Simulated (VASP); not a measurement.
# SiC8 in VASP: single point with PBE+D3(BJ)

Aim: the single point of SiC8 with PBE+D3(BJ).

Program: VASP 6.6.1. These are calculated values, not measurements. Logs are shortened: lines on timing, memory, paths and dates and some standing lists are left out, and cuts for length are marked.

### 1 The cell of the first run

The cell holds a slab with vacuum, 9 atoms: a = 4.931 Å, b = 4.931 Å, c = 15.500 Å, α = 90.00°, β = 90.00°, γ = 120.00°.

### 2 Single point, PBE+D3(BJ), collinear spin, ferromagnetic start

INCAR reads:

```
ALGO     = Normal         # electronic algorithm
DIPOL    = 0.5 0.5 0.273
EDIFF    = 1E-6           # SCF threshold, eV
ENCUT    = 520            # plane-wave cutoff, eV
GGA      = PE             # functional
IDIPOL   = 3            
ISIF     = 2              # what is computed and relaxed
ISMEAR   = 0              # smearing method
ISPIN    = 2              # spin polarisation
IVDW     = 12             # dispersion correction
LASPH    = T              # aspherical terms in the spheres
LCHARG   = F              # write CHGCAR
LDIPOL   = T            
LORBIT   = 11             # projections on sites
LREAL    = F              # projectors in reciprocal space
LWAVE    = F              # write WAVECAR
MAGMOM   = 0 0 0 0 0 0 0 0 2 # initial moments
NBANDS   = 32             # bands
NELM     = 150            # most SCF steps
PREC     = Accurate       # precision mode
SIGMA    = 0.1            # smearing width, eV
```

KPOINTS reads:

```
k-points
0
Gamma
  6 6 1
```

POSCAR reads:

```
SiC8
1.0
    4.9313048819      0.0000000000      0.0000000000
   -2.4656524409      4.2706353015      0.0000000000
    0.0000000000      0.0000000000     15.5000331942
C Si
8 1
Direct
    0.3333333333      0.1666666667      0.2580650342
    0.3333333333      0.6666666667      0.2580650342
    0.8333333333      0.1666666667      0.2580650342
    0.8333333333      0.6666666666      0.2580650342
    0.1666666667      0.3333333334      0.2580650342
    0.1666666667      0.8333333333      0.2580650342
    0.6666666667      0.3333333334      0.2580650342
    0.6666666667      0.8333333333      0.2580650342
    0.5000000000      0.2500000000      0.3879798178
```

Potentials or basis: VASP PAW PBE potentials, release 64 (C, Si).

The run is started by

```console
> cat potpaw_PBE.64/C/POTCAR potpaw_PBE.64/Si/POTCAR > POTCAR
> mpirun -np 1 vasp_std > vasp.out
```

OUTCAR:

```text
EDIFF = 1E-6
   ENCUT = 520
   GGA = PE
   ISIF = 2
   ISMEAR = 0
   ISPIN = 2
   IVDW = 12
   LASPH = T
   LORBIT = 11
   LREAL = F
   NELM = 150
   PREC = Accurate
 IVDW          = 12

 ion  position               nearest neighbor table
   1  0.333  0.167  0.258-   5 1.42   6 1.42   7 1.42   9 2.14
   2  0.333  0.667  0.258-   6 1.42   5 1.42   8 1.42
   3  0.833  0.167  0.258-   7 1.42   8 1.42   5 1.42
   4  0.833  0.667  0.258-   7 1.42   8 1.42   6 1.42
   5  0.167  0.333  0.258-   2 1.42   1 1.42   3 1.42
   6  0.167  0.833  0.258-   2 1.42   1 1.42   4 1.42
   7  0.667  0.333  0.258-   4 1.42   3 1.42   1 1.42   9 2.14
   8  0.667  0.833  0.258-   4 1.42   3 1.42   2 1.42
   9  0.500  0.250  0.388-   1 2.14   7 2.14

  LATTYP: Found a hexagonal cell.
 ALAT       =     4.9313048819
 C/A-ratio  =     3.1431910144

  Lattice vectors:

 A1 = (   4.9313048819,   0.0000000000,   0.0000000000)
 A2 = (  -2.4656524409,   4.2706353015,   0.0000000000)
 A3 = (   0.0000000000,   0.0000000000,  15.5000331942)

Analysis of symmetry for initial positions (statically):
=====================================================================
 Subroutine PRICEL returns:
 Original cell was already a primitive cell.

 Routine SETGRP: Setting up the symmetry group for a
 hexagonal supercell.

 Subroutine GETGRP returns: Found  4 space group operations
 (whereof  2 operations were pure point group operations)
 out of a pool of 24 trial point group operations.

The static configuration has the point symmetry C_1h.
 The point group associated with its full space group is C_2v.

Analysis of symmetry for dynamics (positions and initial velocities):
=====================================================================
 Subroutine PRICEL returns:
 Original cell was already a primitive cell.

 Routine SETGRP: Setting up the symmetry group for a
 hexagonal supercell.

 Subroutine GETGRP returns: Found  4 space group operations
 (whereof  2 operations were pure point group operations)
 out of a pool of 24 trial point group operations.

The dynamic configuration has the point symmetry C_1h.
 The point group associated with its full space group is C_2v.

Analysis of structural, dynamic, and magnetic symmetry:
=====================================================================
 Subroutine PRICEL returns:
 Original cell was already a primitive cell.

 Routine SETGRP: Setting up the symmetry group for a
 hexagonal supercell.

 Subroutine GETGRP returns: Found  4 space group operations
 (whereof  2 operations were pure point group operations)
 out of a pool of 24 trial point group operations.

The overall configuration has the point symmetry C_1h.
 The point group associated with its full space group is C_2v.

 Subroutine INISYM returns: Found  4 space group operations
 (whereof  2 operations are pure point group operations),
 and found     1 'primitive' translations

----------------------------------------------------------------------------------------

                                     Primitive cell

  volume of cell :     326.4277

  direct lattice vectors                    reciprocal lattice vectors
     4.931304882  0.000000000  0.000000000     0.202786083  0.117078599  0.000000000
    -2.465652441  4.270635301  0.000000000     0.000000000  0.234157199  0.000000000
     0.000000000  0.000000000 15.500033194     0.000000000  0.000000000  0.064515991

  length of vectors
     4.931304882  4.931304882 15.500033194     0.234157199  0.234157199  0.064515991

  position of ions in fractional coordinates (direct lattice)
     0.333333333  0.166666667  0.258065034
     0.333333333  0.666666667  0.258065034
     0.833333333  0.166666667  0.258065034
     0.833333333  0.666666667  0.258065034
     0.166666667  0.333333333  0.258065034
     0.166666667  0.833333333  0.258065034
     0.666666667  0.333333333  0.258065034
[... 64 lines left out ...]
 SYSTEM =  unknown system
   PREC   = accura    normal or accurate (medium, high low for compatibility)
   ISTART =      0    job   : 0-new  1-cont  2-samecut
   ICHARG =      2    charge: 1-file 2-atom 10-const
   ISPIN  =      2    spin polarized calculation?
   LNONCOLLINEAR =      F non collinear calculations
   LSORBIT =      F    spin-orbit coupling
   LASPH  =      T    aspherical Exc in radial PAW
   ENCUT  =  520.0 eV  38.22 Ry    6.18 a.u.   9.17  9.17 28.82*2*pi/ulx,y,z
   NELM   =    150;   NELMIN=  2; NELMDL= -5     # of ELM steps
   EDIFF  = 0.1E-05   stopping-criterion for ELM
   LREAL  =      F    real-space projection
   EDIFFG = 0.1E-04   stopping-criterion for IOM
   NSW    =      0    number of steps for IOM
   IBRION =     -1    ionic relax: 0-MD 1-quasi-New 2-CG
   NFREE  =      0    steps in history (QN), initial steepest desc. (CG)
   ISIF   =      2    stress and relaxation
   ISYM   =      2    0-nonsym 1-usesym 2-fastsym
   POTIM  = 0.5000    time-step for ionic-motion
   TEBEG  =    0.0;   TEEND  =   0.0 temperature during run
   PSTRESS=    0.0 pullay stress
   NELECT =      36.0000    total number of electrons
   NUPDOWN=      -1.0000    fix difference up-down
   EMIN   =  10.00;   EMAX   =-10.00  energy-range for DOS
   EFERMI =   0.00;   METHOD = LEGACY
   ISMEAR =     0;   SIGMA  =   0.10  broadening in eV -4-tet -1-fermi 0-gaus
   EFERMI_NEDOS =   21; number of points for ismear=-14 and -15
   IALGO  =     38    algorithm
   IMIX   =      4    mixing-type and parameters
     AMIX     =   0.40;   BMIX     =  1.00
     AMIX_MAG =   1.60;   BMIX_MAG =  1.00
  volume/ion in A,a.u.               =      36.27       244.76
  Fermi-wavevector in a.u.,A,eV,Ry     =   0.785079  1.483584  8.385937  0.616349
  Thomas-Fermi vector in A             =   1.889342
   LORBIT       =     11    0 simple, 1 ext, 2 COOP (PROOUT), +10 PAW based schemes
   GGA     = PE    functional components
   LHFCALC =     F    Hartree Fock is set to
   AEXX    =    0.0000 exact exchange contribution
   IVDW    =    12    specifies the selected vdW correction
   LEPSILON=     F    determine dielectric tensor
   LRPA    =     F    only Hartree local field effects (RPA)
 spin polarized calculation
 Gauss-broadening in eV      SIGMA  =   0.10
  energy-cutoff  :      520.00
  volume of cell :      326.43
 maximum number of plane-waves:      8828
 NGX is ok and might be reduce to    40
   NGX = 19   NGY = 19   NGZ = 57

 dipolmoment           0.000000      0.000000      0.000279 electrons x Angstroem

 number of electron      35.9999996 magnetization       0.5667832

 dipolmoment           0.000000      0.000000     -0.000223 electrons x Angstroem

 Free energy of the ion-electron system (eV)
  ---------------------------------------------------
  ext. energy  EPLUGINS =         0.00000000
  ---------------------------------------------------
  free energy    TOTEN  =       -75.21693248 eV

  energy without entropy =      -75.19688099  energy(sigma->0) =      -75.20690674

 E-fermi :  -1.1640     XC(G=0):  -3.5652

 val. band max:       -1.1754684233   @ k =  -0.1667   0.5000   0.0000
 cond. band min:      -1.1627877968   @ k =   0.1667  -0.0000   0.0000
 fundamental gap:      0.0126806265
 Fermi energy:        -1.1640487153

 spin component 1

 k-point     1 :       0.0000    0.0000    0.0000
  band No.  band energies     occupation
      1     -21.5623      1.00000
      2     -16.5977      1.00000
      3     -16.2219      1.00000
      4     -16.0651      1.00000
      5     -15.2071      1.00000
      6     -15.1697      1.00000
[... 418 lines left out ...]
     29       4.9549      0.00000
     30       5.5290      0.00000
 Fermi energy:        -1.1640487153

 spin component 2

 k-point     1 :       0.0000    0.0000    0.0000
  band No.  band energies     occupation
      1     -21.5542      1.00000
      2     -16.5848      1.00000
      3     -16.2199      1.00000
      4     -16.0643      1.00000
      5     -15.1969      1.00000
      6     -15.1606      1.00000
[... 418 lines left out ...]
     29       5.0202      0.00000
     30       5.6655      0.00000
 [bands above 30 left out]

------------------------ aborting loop because EDIFF is reached ----------------------------------------

 vacuum level on the upper side and lower side of the slab       (xc-potential included)        -0.116        -0.039

 Edisp (eV)   -1.00191

 E8    (eV) :    -0.3358

  FORCE on cell =-STRESS in cart. coord.  units (eV):
  Direction    XX          YY          ZZ          XY          YZ          ZX
  --------------------------------------------------------------------------------------
  -------------------------------------------------------------------------------------
  Total       4.00896     4.80805    -0.08156    -0.69204     0.00000    -0.00000
  in kB      19.67683    23.59896    -0.40032    -3.39667     0.00000    -0.00000
  external pressure =       14.29 kB  Pullay stress =        0.00 kB

 VOLUME and BASIS-vectors are now :
 -----------------------------------------------------------------------------
  energy-cutoff  :      520.00
  volume of cell :      326.43
      direct lattice vectors                 reciprocal lattice vectors
     4.931304882  0.000000000  0.000000000     0.202786083  0.117078599  0.000000000
    -2.465652441  4.270635301  0.000000000     0.000000000  0.234157199  0.000000000
     0.000000000  0.000000000 15.500033194     0.000000000  0.000000000  0.064515991

 POSITION                                       TOTAL-FORCE (eV/Angst)
 -----------------------------------------------------------------------------------
      1.23283      0.71177      4.00002        -0.590618     -0.340994      0.490098
     -0.00000      2.84709      4.00002        -0.473091     -0.273139     -0.332715
      3.69848      0.71177      4.00002         0.620157     -0.814309     -0.075793
      2.46565      2.84709      4.00002        -0.395134      0.944227     -0.075793
      0.00000      1.42355      4.00002        -0.620157      0.814309     -0.075793
     -1.23283      3.55886      4.00002         0.395134     -0.944227     -0.075793
      2.46565      1.42355      4.00002         0.590618      0.340994      0.490098
      1.23283      3.55886      4.00002         0.473091      0.273139     -0.332715
      1.84924      1.06766      6.01370         0.000000     -0.000000     -0.011593
 -----------------------------------------------------------------------------------
    total drift:                                0.000000     -0.000000     -0.000107

  FREE ENERGIE OF THE ION-ELECTRON SYSTEM (eV)
  ---------------------------------------------------
  free  energy   TOTEN  =       -76.2188386461 eV

  energy  without entropy=      -76.1987871527  energy(sigma->0) =      -76.20881290

 vacuum level on the upper side and lower side of the slab         2.540         2.651

 total charge

# of ion       s       p       d       tot
------------------------------------------
    1        0.862   1.818   0.000   2.680
    2        0.860   1.791   0.000   2.651
    3        0.861   1.789   0.000   2.650
    4        0.861   1.789   0.000   2.650
    5        0.861   1.789   0.000   2.650
    6        0.861   1.789   0.000   2.650
    7        0.862   1.818   0.000   2.680
    8        0.860   1.791   0.000   2.651
    9        0.937   0.609   0.000   1.546
--------------------------------------------------
tot          7.824  14.982   0.000  22.807

 magnetization (x)

# of ion       s       p       d       tot
------------------------------------------
    1       -0.000  -0.001   0.000  -0.001
    2        0.001   0.005   0.000   0.006
    3        0.001  -0.001   0.000  -0.000
    4        0.001  -0.001   0.000  -0.000
    5        0.001  -0.001   0.000  -0.000
    6        0.001  -0.001   0.000  -0.000
    7       -0.000  -0.001   0.000  -0.001
    8        0.001   0.005   0.000   0.006
    9        0.004   0.163   0.000   0.167
--------------------------------------------------
tot          0.008   0.168   0.000   0.176
```

It took 11 min on 1 thread of Intel Xeon 6975P-C, shared host; peak memory 0.68 GiB.

Results:

```yaml
Free_energy: -76.2188 eV
Largest_force: 1.026 eV/Å
Net_moment: 0.57 μB per cell
Site_moments: C -0.00, +0.01; Si +0.17 μB
Valence_electrons_inside_the_program's_atomic_spheres: C 2.68, 2.65; Si 1.55
Dispersion_energy_per_atom: -0.111 eV
```

Forces on the atoms (eV/Å):
```
C   -0.591 -0.341  0.490
C   -0.473 -0.273 -0.333
C    0.620 -0.814 -0.076
C   -0.395  0.944 -0.076
C   -0.620  0.814 -0.076
C    0.395 -0.944 -0.076
C    0.591  0.341  0.490
C    0.473  0.273 -0.333
Si   0.000  0.000 -0.012
```

Levels at points of the mesh, in eV from the Fermi level:
Spin up:
| k point | band 14 | band 15 | band 16 | band 17 | band 18 | band 19 | band 20 | band 21 | band 22 | band 23 |
| --- | --- | --- | --- | --- | --- | --- | --- | --- | --- | --- |
| (0.00, 0.00, 0.00) | -3.81 | -3.70 | -3.55 | -3.07 | -0.93 | -0.02 | 0.25 | 2.40 | 2.43 | 2.44 |
| (0.50, 0.00, 0.00) | -5.69 | -4.86 | -3.76 | -3.73 | -0.28 | 0.62 | 1.86 | 1.94 | 2.83 | 5.00 |
| (0.00, 0.50, 0.00) | -5.58 | -4.85 | -4.12 | -3.57 | -0.37 | 0.72 | 1.37 | 2.36 | 3.21 | 4.97 |
Spin down:
```tsv
k point	band 14	band 15	band 16	band 17	band 18	band 19	band 20	band 21	band 22	band 23
(0.00, 0.00, 0.00)	-3.77	-3.70	-3.47	-3.07	-0.41	0.04	0.31	2.53	2.56	2.95
(0.50, 0.00, 0.00)	-5.69	-4.69	-3.68	-3.56	-0.11	1.49	1.90	1.96	3.02	5.11
(0.00, 0.50, 0.00)	-5.57	-4.63	-4.07	-3.47	0.36	0.93	1.41	2.50	3.36	5.10
```
